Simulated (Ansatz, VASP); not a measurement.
## Two plane-wave programs on MgO

```xyz
2
Lattice="2.3396 0.0000 0.0000 0.0000 2.3396 0.0000 0.0000 0.0000 2.3396" Properties=species:S:1:pos:R:3 pbc="T T T"
Mg    0.0000    0.0000    0.0000
O     1.1698    1.1698    1.1698
```

Alike in both runs: task single point; functional PBE; k mesh 14 × 14 × 14; occupations gaussian, width 0.05 eV; no spin polarisation.

|  | VASP | Ansatz |
| --- | --- | --- |
| version | VASP 6.6.1 | Ansatz 0.2.0 |
| potentials or method | VASP PAW PBE potentials, release 64 (Mg, O), cutoff 520 eV | scalar-relativistic, plane waves, PAW |
| valence electrons in the cell | 8 | 16 |

VASP gave:

| Property | Result |
| --- | --- |
| gap on the k mesh at the Fermi level (eV) | 6.28 |
| least direct gap on the mesh (eV) | 6.28 |

What did Ansatz give for the same quantities?

gap on the k mesh at the Fermi level (eV): 6.29; least direct gap on the mesh (eV): 6.29.

VASP's potentials hold 8 valence electrons a cell and Ansatz's 16, so a difference there can come from the potentials and not from the codes.
